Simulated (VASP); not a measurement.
Input of a VASP 6.6.1 run:

File INCAR:

```
PREC = Accurate ; ENCUT = 520
EDIFF = 1E-8 ; ISMEAR = -1
SIGMA = 0.08 ; LREAL = F
LASPH = T ; NELM = 60
ALGO = Normal ; ISIF = 2
LWAVE = F ; LCHARG = F
GGA = CA ; LEFG = T
NBANDS = 33
```

The input KPOINTS:

```
regular mesh
0
Gamma
  13 13 13
```

The input POSCAR:

```
TiO2
1.0
   -1.8925000000      1.8925000000      4.6142900000
    1.8925000000     -1.8925000000      4.6142900000
    1.8925000000      1.8925000000     -4.6142900000
Ti O
2 4
Direct
    0.0000000000      0.0000000000      0.0000000000
    0.7500000000      0.2500000000      0.5000000000
    0.2066000000      0.2066000000      0.0000000000
    0.9566000000      0.4566000000      0.5000000000
    0.5434000000      0.0434000000      0.5000000000
    0.7934000000      0.7934000000      0.0000000000
```

Potentials or basis: VASP PAW LDA potentials, release 64 (Ti_sv, O).

Run with:

```sh
$ cat potpaw_LDA.64/Ti_sv/POTCAR potpaw_LDA.64/O/POTCAR > POTCAR
$ mpirun -np 1 vasp_std > vasp.out
```

(1) Predict the largest force.

(2) Estimate the pressure.

Results:

(1) 0.862 eV/Å.

(2) 3.1 GPa.

Caveat: the cell differs from its parent crystal (zz strain of -3 %); the stress differs along the axes, from -2 to 13 GPa; without QUAD_EFG the Cq values of the log hold for a quadrupole moment of 1 mb, not for the nuclei.
